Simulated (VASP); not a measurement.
# CoBrO: single point with PBEsol

Crystal: CoBrO.

```
CELL_PARAMETERS angstrom
3.68766 0.00000 0.00000
0.00000 3.39553 0.00000
0.00000 0.00000 8.30527
ATOMIC_POSITIONS crystal
Co 0.25000 0.75000 0.11080
Co 0.75000 0.25000 0.88920
O 0.25000 0.25000 0.94500
O 0.75000 0.75000 0.05500
Br 0.25000 0.25000 0.32800
Br 0.75000 0.75000 0.67200
```

```
Program             : VASP 6.6.1
Task                : single point
Functional          : PBEsol
Potentials or basis : VASP PAW PBE potentials, release 64 (Co, O, Br)
Cutoff              : 520 eV
k mesh              : 5 × 5 × 2
Occupations         : fermi-dirac, width 0.1 eV
Spin                : no spin polarisation
```

```yaml
Pressure: -13.3 GPa
Largest_force: 1.412 eV/Å
Band_gap_on_the_k_mesh: zero (bands 22 and 23 overlap by 0.32 eV)
```

Forces in eV/Å, atoms in the order of the input:
```
Co   0.000  0.000 -0.499
Co   0.000  0.000  0.499
O    0.000  0.000  0.732
O    0.000  0.000 -0.732
Br   0.000  0.000 -1.412
Br   0.000  0.000  1.412
```

Stress tensor (GPa, compression positive):
```
-10.19   0.00   0.00
  0.00 -14.90   0.00
  0.00   0.00 -14.75
```

Levels at points of the mesh, in eV from the Fermi level:
```tsv
k point	band 19	band 20	band 21	band 22	band 23	band 24	band 25	band 26
(0.00, 0.00, 0.00)	-0.89	-0.86	0.14	0.15	0.31	0.63	0.75	0.76
(0.00, 0.00, 0.50)	-0.89	-0.85	-0.01	0.03	0.29	0.48	0.90	0.93
```

Wall time 71 s on 1 thread of Intel(R) Xeon(R) Platinum 8375C CPU @ 2.90GHz (Ice Lake) (shared host), peak memory 0.23 GiB.

Caveat: the k points lie up to 0.38 Å⁻¹ apart; the PAW data sets were made with another functional, which shifts forces and pressure a little; this functional lacks dispersion, which binds the layers, so the pressure and a relaxed spacing across them are unreliable; the run has no spin polarisation, though such a crystal can be magnetic; semilocal functionals often make such compounds metallic where correlation or magnetic order opens a gap, which also shifts bond lengths. With open d or f shells a metallic result of PBEsol can be an artefact of self-interaction; +U or a hybrid may open a gap.
